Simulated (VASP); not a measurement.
Write the native input for VASP 6.6.1 that does the following.

```yaml
Task: single point
Functional: PBE
Potentials_or_basis: VASP PAW PBE potentials, release 64 (Pt)
Cutoff: 520 eV
k_mesh: 5 × 5 × 5
Occupations: gaussian, width 0.1 eV
Spin: no spin polarisation
Dipole_correction: no
Further_INCAR_settings: LREAL = Auto; ALGO = Fast; EDIFF = 1e-06; NBANDS = 94
```

The structure of Pt lies in POSCAR:

```
Pt
1.0
   -3.9702307194      3.9702307194     -3.9702307194
    3.9702307194     -3.9702307194     -3.9702307194
   -3.9702307194     -3.9702307194      3.9702307194
Pt
16
Direct
    0.2500000000      0.7500000000      0.0000000000
    0.0000000000      0.7500000000      0.2500000000
    0.7500000000      0.7500000000      0.5000000000
    0.5000000000      0.5000000000      0.0000000000
    0.5000000000      0.7500000000      0.7500000000
    0.2500000000      0.5000000000      0.2500000000
    0.0000000000      0.5000000000      0.5000000000
    0.7500000000      0.2500000000      0.0000000000
    0.7500000000      0.5000000000      0.7500000000
    0.5000000000      0.2500000000      0.2500000000
    0.2500000000      0.2500000000      0.5000000000
    0.0000000000      0.0000000000      0.0000000000
    0.0000000000      0.2500000000      0.7500000000
    0.7500000000      0.0000000000      0.2500000000
    0.5000000000      0.0000000000      0.5000000000
    0.2500000000      0.0000000000      0.7500000000
```

One way to write it, as run:

INCAR

```
SYSTEM = Pt
PREC = Accurate
ENCUT = 520
EDIFF = 1E-6
ISMEAR = 0
SIGMA = 0.1
LREAL = Auto
LASPH = .True.
NELM = 80
ALGO = Fast
ISIF = 2
LWAVE = .False.
LCHARG = .False.
GGA = PE
NBANDS = 94
```

KPOINTS

```
regular mesh
0
Gamma
  5 5 5
  0 0 0
```

Potentials or basis: VASP PAW PBE potentials, release 64 (Pt).

Launch:

```bash
$ cat potpaw_PBE.64/Pt/POTCAR > POTCAR
$ mpirun -np 1 vasp_std > vasp.out
```

Results of the run:

| Property | Result |
| --- | --- |
| Pressure | -0.5 GPa |
| Band gap on the k mesh | zero (band 80 reaches 11.03 eV, above the bottom of band 81 at 10.41 eV) |

Caveat: spin-orbit coupling is left out, which moves the levels of the heavy elements.

Run time: 15 min on 1 thread of AMD EPYC 7R43 64-Core Processor (Zen 3), on a shared host, peak memory 0.42 GiB.
